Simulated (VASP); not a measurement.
Sn5PbSe6, 12 atoms in the cell. Symmetry: Pmmm, No. 47, orthorhombic system. The conventional cell has a = 4.315 Å, b = 6.102 Å, c = 12.945 Å, α = 90.00°, β = 90.00°, γ = 90.00°. Sn (site symmetry mm2) has 6 Se at 3.05 Å within 4.0 Å. Sn (site symmetry mm2) has 6 Se at 3.05 Å within 4.0 Å. Within 4.0 Å of Sn (site symmetry mmm) lie 6 Se at 3.05 Å. Within 4.0 Å of Pb (site symmetry mmm) lie 6 Se at 3.05 Å. Se (site symmetry mm2) has 4 Sn at 3.05 Å and 2 Pb at 3.05 Å within 4.0 Å. Se (site symmetry mmm) has 2 Pb at 3.05 Å and 4 Sn at 3.05 Å within 4.0 Å. Within 4.0 Å of Se (site symmetry mm2) lie 6 Sn at 3.05 Å. Se (site symmetry mmm) has 6 Sn at 3.05 Å within 4.0 Å. 

```yaml
Program: VASP 6.6.1
Task: single point
Functional: PBE
Potentials_or_basis: VASP PAW PBE potentials, release 64 (Sn_d, Pb_d, Se)
Cutoff: 500 eV
k_mesh: 4 × 4 × 2
Occupations: gaussian, width 0.1 eV
Spin: no spin polarisation
Dipole_correction: no
Further_INCAR_settings: ALGO = Normal; EDIFF = 1e-06; NBANDS = 72
```

Potentials or basis: VASP PAW PBE potentials, release 64 (Sn_d, Pb_d, Se).

The run is started by

```sh
$ cat potpaw_PBE.64/Sn_d/POTCAR potpaw_PBE.64/Pb_d/POTCAR potpaw_PBE.64/Se/POTCAR > POTCAR
$ mpirun -np 1 vasp_std > vasp.out
```

Hardware: 1 thread of Oxide Virtual Turin-like Processor (shared host).

How long does it take, and how much memory?

Run time: 6 min on 1 thread of Oxide Virtual Turin-like Processor, on a shared host, peak memory 0.55 GiB. Counts: scf iterations 14, k points 18.
